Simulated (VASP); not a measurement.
# TiC (Fm-3m) in VASP: further runs

The runs below take TiC through single point, with LDA.

All numbers are computed with VASP 6.6.1; they aren't measurements. Logs are shortened: lines on timing, memory, paths and dates and some standing lists are left out, and cuts for length are marked.

## 1. The cell of the first run

Symmetry: Fm-3m, No. 225, cubic system. The conventional cell has a = 4.233 Å, b = 4.233 Å, c = 4.233 Å, α = 90.00°, β = 90.00°, γ = 90.00°. Within 2.8 Å of Ti (site symmetry m-3m) lie 6 C at 2.12 Å. C (site symmetry m-3m) has 6 Ti at 2.12 Å within 2.8 Å.

## 2. Single point, LDA (volume scaled by 0.98)

Input file INCAR:

```
SYSTEM = TiC
ALGO     = Normal         ! electronic algorithm
EDIFF    = 1E-6           ! SCF threshold, eV
ENCUT    = 520            ! plane-wave cutoff, eV
GGA      = CA             ! functional
ISIF     = 2              ! what is computed and relaxed
ISMEAR   = -1             ! smearing method
LASPH    = .True.         ! aspherical terms in the spheres
LCHARG   = .False.        ! write CHGCAR
LREAL    = .False.        ! projectors in reciprocal space
LWAVE    = .False.        ! write WAVECAR
NBANDS   = 15             ! bands
NELM     = 100            ! most SCF steps
PREC     = Accurate       ! precision mode
SIGMA    = 0.15           ! smearing width, eV
```

Input file KPOINTS:

```
k-points
0
Gamma
  16 16 16
  0 0 0
```

Input file POSCAR:

```
TiC
1.0
    0.0000000000      2.1162966652      2.1162966652
    2.1162966652      0.0000000000      2.1162966652
    2.1162966652      2.1162966652      0.0000000000
Ti C
1 1
Direct
    0.0000000000      0.0000000000      0.0000000000
    0.5000000000      0.5000000000      0.5000000000
```

Potentials or basis: VASP PAW LDA potentials, release 64 (Ti_sv, C).

The run is started by

```sh
cat potpaw_LDA.64/Ti_sv/POTCAR potpaw_LDA.64/C/POTCAR > POTCAR
mpirun -np 1 vasp_std > vasp.out
```

OUTCAR:

```text
SYSTEM = TiC
   EDIFF = 1E-6
   ENCUT = 520
   GGA = CA
   ISIF = 2
   ISMEAR = -1
   LASPH = .True.
   LREAL = .False.
   NELM = 100
   PREC = Accurate

 ion  position               nearest neighbor table
   1  0.000  0.000  0.000-   2 2.12   2 2.12   2 2.12   2 2.12   2 2.12   2 2.12
   2  0.500  0.500  0.500-   1 2.12   1 2.12   1 2.12   1 2.12   1 2.12   1 2.12

  LATTYP: Found a face centered cubic cell.
 ALAT       =     4.2325933304

  Lattice vectors:

 A1 = (   0.0000000000,   2.1162966652,   2.1162966652)
 A2 = (   2.1162966652,   0.0000000000,   2.1162966652)
 A3 = (   2.1162966652,   2.1162966652,   0.0000000000)

Analysis of symmetry for initial positions (statically):
=====================================================================
 Subroutine PRICEL returns:
 Original cell was already a primitive cell.

 Routine SETGRP: Setting up the symmetry group for a
 face centered cubic supercell.

 Subroutine GETGRP returns: Found 48 space group operations
 (whereof 48 operations were pure point group operations)
 out of a pool of 48 trial point group operations.

The static configuration has the point symmetry O_h .

Analysis of symmetry for dynamics (positions and initial velocities):
=====================================================================
 Subroutine PRICEL returns:
 Original cell was already a primitive cell.

 Routine SETGRP: Setting up the symmetry group for a
 face centered cubic supercell.

 Subroutine GETGRP returns: Found 48 space group operations
 (whereof 48 operations were pure point group operations)
 out of a pool of 48 trial point group operations.

The dynamic configuration has the point symmetry O_h .

 Subroutine INISYM returns: Found 48 space group operations
 (whereof 48 operations are pure point group operations),
 and found     1 'primitive' translations

----------------------------------------------------------------------------------------

                                     Primitive cell

  volume of cell :      18.9566

  direct lattice vectors                    reciprocal lattice vectors
     0.000000000  2.116296665  2.116296665    -0.236261772  0.236261772  0.236261772
     2.116296665  0.000000000  2.116296665     0.236261772 -0.236261772  0.236261772
     2.116296665  2.116296665  0.000000000     0.236261772  0.236261772 -0.236261772

  length of vectors
     2.992895446  2.992895446  2.992895446     0.409217393  0.409217393  0.409217393

  position of ions in fractional coordinates (direct lattice)
     0.000000000  0.000000000  0.000000000
     0.500000000  0.500000000  0.500000000

  ion indices of the primitive-cell ions
   primitive index   ion index
                 1           1
                 2           2

----------------------------------------------------------------------------------------

 KPOINTS: k-points

Automatic generation of k-mesh.
 Grid dimensions read from file:
 generate k-points for:   16   16   16

 Generating k-lattice:

  Cartesian coordinates                     Fractional coordinates (reciprocal lattice)
    -0.014766361  0.014766361  0.014766361     0.062500000  0.000000000  0.000000000
     0.014766361 -0.014766361  0.014766361     0.000000000  0.062500000  0.000000000
     0.014766361  0.014766361 -0.014766361     0.000000000  0.000000000  0.062500000

  Length of vectors
     0.025576087  0.025576087  0.025576087

  Shift w.r.t. Gamma in fractional coordinates (k-lattice)
     0.000000000  0.000000000  0.000000000

 Subroutine IBZKPT returns following result:
 ===========================================

 Found    145 irreducible k-points:

 Following reciprocal coordinates:
            Coordinates               Weight
  0.000000  0.000000  0.000000      1.000000
  0.062500  0.000000  0.000000      8.000000
  0.125000  0.000000  0.000000      8.000000
  0.187500  0.000000  0.000000      8.000000
  0.250000  0.000000  0.000000      8.000000
  0.312500  0.000000  0.000000      8.000000
[... 16 lines left out ...]
 -0.125000  0.062500  0.000000     24.000000
 -0.062500  0.062500  0.000000     12.000000
 [... further k-points ...]
   k-points           NKPTS =    145   k-points in BZ     NKDIM =    145   number of bands    NBANDS=     15
   number of dos      NEDOS =    301   number of ions     NIONS =      2
   total plane-waves  NPLWV =  13824
   dimension x,y,z NGX =    24 NGY =   24 NGZ =   24
   dimension x,y,z NGXF=    48 NGYF=   48 NGZF=   48
   ions per type =               1   1
   NGX,Y,Z   is equivalent  to a cutoff of  13.33, 13.33, 13.33 a.u.
   NGXF,Y,Z  is equivalent  to a cutoff of  26.66, 26.66, 26.66 a.u.
 SYSTEM =  TiC
   PREC   = accura    normal or accurate (medium, high low for compatibility)
   ISTART =      0    job   : 0-new  1-cont  2-samecut
   ICHARG =      2    charge: 1-file 2-atom 10-const
   ISPIN  =      1    spin polarized calculation?
   LNONCOLLINEAR =      F non collinear calculations
   LSORBIT =      F    spin-orbit coupling
   LASPH  =      T    aspherical Exc in radial PAW
   ENCUT  =  520.0 eV  38.22 Ry    6.18 a.u.   5.56  5.56  5.56*2*pi/ulx,y,z
   NELM   =    100;   NELMIN=  2; NELMDL= -5     # of ELM steps
   EDIFF  = 0.1E-05   stopping-criterion for ELM
   LREAL  =      F    real-space projection
   EDIFFG = 0.1E-04   stopping-criterion for IOM
   NSW    =      0    number of steps for IOM
   IBRION =     -1    ionic relax: 0-MD 1-quasi-New 2-CG
   NFREE  =      0    steps in history (QN), initial steepest desc. (CG)
   ISIF   =      2    stress and relaxation
   ISYM   =      2    0-nonsym 1-usesym 2-fastsym
   POTIM  = 0.5000    time-step for ionic-motion
   TEBEG  =    0.0;   TEEND  =   0.0 temperature during run
   PSTRESS=    0.0 pullay stress
   NELECT =      16.0000    total number of electrons
   NUPDOWN=      -1.0000    fix difference up-down
   EMIN   =  10.00;   EMAX   =-10.00  energy-range for DOS
   EFERMI =   0.00;   METHOD = LEGACY
   ISMEAR =    -1;   SIGMA  =   0.15  broadening in eV -4-tet -1-fermi 0-gaus
   EFERMI_NEDOS =   21; number of points for ismear=-14 and -15
   IALGO  =     38    algorithm
   IMIX   =      4    mixing-type and parameters
     AMIX     =   0.40;   BMIX     =  1.00
     AMIX_MAG =   1.60;   BMIX_MAG =  1.00
  volume/ion in A,a.u.               =       9.48        63.96
  Fermi-wavevector in a.u.,A,eV,Ry     =   1.547135  2.923662 32.567279  2.393627
  Thomas-Fermi vector in A             =   2.652272
   LORBIT       =      0    0 simple, 1 ext, 2 COOP (PROOUT), +10 PAW based schemes
   GGA     = CA    functional components
   LHFCALC =     F    Hartree Fock is set to
   AEXX    =    0.0000 exact exchange contribution
   IVDW    =     0    specifies the selected vdW correction
   LEPSILON=     F    determine dielectric tensor
   LRPA    =     F    only Hartree local field effects (RPA)
 non-spin polarized calculation
  energy-cutoff  :      520.00
  volume of cell :       18.96
 maximum number of plane-waves:       531
 NGX is ok and might be reduce to    24
   NGX = 11   NGY = 11   NGZ = 11

 number of electron      16.0000001 magnetization

 Free energy of the ion-electron system (eV)
  ---------------------------------------------------
  ext. energy  EPLUGINS =         0.00000000
  ---------------------------------------------------
  free energy    TOTEN  =       -20.54121162 eV

  energy without entropy =      -20.51716680  energy(sigma->0) =      -20.52918921

 E-fermi :  10.0608     XC(G=0): -13.3361

 val. band max:       10.0496459156   @ k =   0.4375   0.4375   0.0000
 cond. band min:      10.1306493131   @ k =   0.5000   0.5000   0.0000
 fundamental gap:      0.0810033976
 Fermi energy:        10.0608026167

 k-point     1 :       0.0000    0.0000    0.0000
  band No.  band energies     occupation
      1     -45.6077      2.00000
      2     -21.9696      2.00000
      3     -21.9696      2.00000
      4     -21.9696      2.00000
      5      -2.4492      2.00000
      6      10.7278      0.02316
      7      10.7278      0.02316
      8      10.7278      0.02316
      9      11.8508      0.00001
     10      11.8508      0.00001
     11      11.8508      0.00001
     12      11.9371      0.00001
     13      11.9371      0.00001
     14      21.7327      0.00000
     15      24.3991      0.00000

 k-point     2 :       0.0625    0.0000    0.0000
  band No.  band energies     occupation
      1     -45.6038      2.00000
      2     -21.9961      2.00000
      3     -21.9720      2.00000
      4     -21.9720      2.00000
      5      -2.3518      2.00000
      6      10.2729      0.39121
      7      10.5375      0.08000
      8      10.5375      0.08000
      9      11.1417      0.00148
     10      11.1417      0.00148
     11      12.1077      0.00000
     12      12.9798      0.00000
     13      12.9798      0.00000
     14      21.8782      0.00000
     15      24.4736      0.00000

 k-point     3 :       0.1250    0.0000    0.0000
  band No.  band energies     occupation
      1     -45.5924      2.00000
      2     -22.0709      2.00000
      3     -21.9787      2.00000
      4     -21.9787      2.00000
      5      -2.0660      2.00000
      6       9.3710      1.98006
      7       9.7434      1.78490
      8       9.7434      1.78490
      9      11.2041      0.00098
     10      11.2041      0.00098
     11      12.4766      0.00000
     12      14.1287      0.00000
     13      14.1287      0.00000
     14      22.2218      0.00000
     15      24.6022      0.00000
[... 343 lines left out ...]
 k-point    23 :      -0.1250    0.0625    0.0000
  band No.  band energies     occupation
      1     -45.5840      2.00000
      2     -22.1143      2.00000
      3     -22.0032      2.00000
      4     -21.9750      2.00000
      5      -1.8536      2.00000
      6       8.8822      1.99923
      7       9.2036      1.99343
      8       9.3979      1.97619
      9      11.0696      0.00240
     10      11.7054      0.00003
     11      12.8039      0.00000
     12      13.9878      0.00000
     13      15.1765      0.00000
     14      22.4494      0.00000
     15      24.6481      0.00000

 k-point    24 :      -0.0625    0.0625    0.0000
  band No.  band energies     occupation
      1     -45.5973      2.00000
      2     -22.0325      2.00000
      3     -21.9868      2.00000
      4     -21.9709      2.00000
      5      -2.1926      2.00000
      6       9.8185      1.66838
      7       9.9765      1.27382
      8      10.0292      1.10496
      9      10.8500      0.01032
     10      11.5264      0.00011
     11      12.4701      0.00000
     12      13.1334      0.00000
     13      14.0466      0.00000
     14      22.1009      0.00000
     15      24.5664      0.00000

 [... further k-points ...]
[... 5 lines left out ...]
  --------------------------------------------------------------------------------------
  -------------------------------------------------------------------------------------
  Total        0.7906768      0.7906768      0.7906768      0.0000000      0.0000000      0.0000000
  in kB       66.8266842     66.8266842     66.8266842      0.0000000      0.0000000      0.0000000
  external PRESSURE =      66.8266842 kB  Pullay stress =       0.0000000 kB

 VOLUME and BASIS-vectors are now :
 -----------------------------------------------------------------------------
  energy-cutoff  :      520.00
  volume of cell :       18.96
      direct lattice vectors                 reciprocal lattice vectors
     0.000000000  2.116296665  2.116296665    -0.236261772  0.236261772  0.236261772
     2.116296665  0.000000000  2.116296665     0.236261772 -0.236261772  0.236261772
     2.116296665  2.116296665  0.000000000     0.236261772  0.236261772 -0.236261772

 POSITION                                       TOTAL-FORCE (eV/Angst)
 -----------------------------------------------------------------------------------
      0.00000      0.00000      0.00000         0.000000      0.000000     -0.000000
      2.11630      2.11630      2.11630         0.000000      0.000000      0.000000
 -----------------------------------------------------------------------------------
    total drift:                                0.000000     -0.000000     -0.000000

  FREE ENERGIE OF THE ION-ELECTRON SYSTEM (eV)
  ---------------------------------------------------
  free  energy   TOTEN  =       -20.5412116222 eV

  energy  without entropy=      -20.5171667956  energy(sigma->0) =      -20.52918921
```

It took 14 s on 1 thread of Intel Xeon 6975P-C (Granite Rapids), shared host; peak memory 0.15 GiB.

What came out:

| Quantity | Value |
| --- | --- |
| Free energy | -20.5412 eV |
| Pressure | 6.7 GPa |
| Band gap on the k mesh | zero (band 8 reaches 10.73 eV, above the bottom of band 9 at 9.65 eV) |

Caveat: the cell differs from its parent crystal (volume scaled by 0.98).

## 3. Single point, LDA

This run uses another cell than the first one, of 9.67 Å³/atom, 1.020 times its volume.

Input file INCAR:

```
SYSTEM = TiC
  PREC = Accurate
  ENCUT = 520
  EDIFF = 1E-6
  ISMEAR = 0
  SIGMA = 0.1
  LREAL = .False.
  LASPH = .True.
  NELM = 60
  ALGO = Normal
  ISIF = 2
  LWAVE = .False.
  LCHARG = .False.
  NBANDS = 15
```

Input file KPOINTS:

```
Automatic mesh
0
Gamma
  16 16 16
  0 0 0
```

Input file POSCAR:

```
TiC
1.0
    0.0000000000      2.1304112532      2.1304112532
    2.1304112532      0.0000000000      2.1304112532
    2.1304112532      2.1304112532      0.0000000000
Ti C
1 1
Direct
    0.0000000000      0.0000000000      0.0000000000
    0.5000000000      0.5000000000      0.5000000000
```

Potentials or basis: VASP PAW LDA potentials, release 64 (Ti_sv, C).

The run is started by

```sh
cat potpaw_LDA.64/Ti_sv/POTCAR potpaw_LDA.64/C/POTCAR > POTCAR
mpirun -np 1 vasp_std > vasp.out
```

Wall time 13 s (1 thread of Intel Xeon 6975P-C (Granite Rapids), shared host); peak memory 0.15 GiB.

It converged, with:

| Item | Value |
| --- | --- |
| Free energy | -20.5391 eV |
| Pressure | 0.7 GPa |
| Band gap on the k mesh | zero (band 8 reaches 10.47 eV, above the bottom of band 9 at 9.41 eV) |

Levels at points of the mesh, in eV from the Fermi level:
| k point | band 6 | band 7 | band 8 | band 9 | band 10 | band 11 |
| --- | --- | --- | --- | --- | --- | --- |
| (0.00, 0.00, 0.00) | 0.66 | 0.66 | 0.66 | 1.77 | 1.77 | 1.77 |
| (0.50, 0.00, 0.00) | -6.03 | -3.04 | -3.04 | 3.09 | 3.09 | 4.37 |
| (0.50, 0.50, 0.00) | -3.38 | -1.81 | 0.05 | 0.05 | 2.92 | 3.73 |
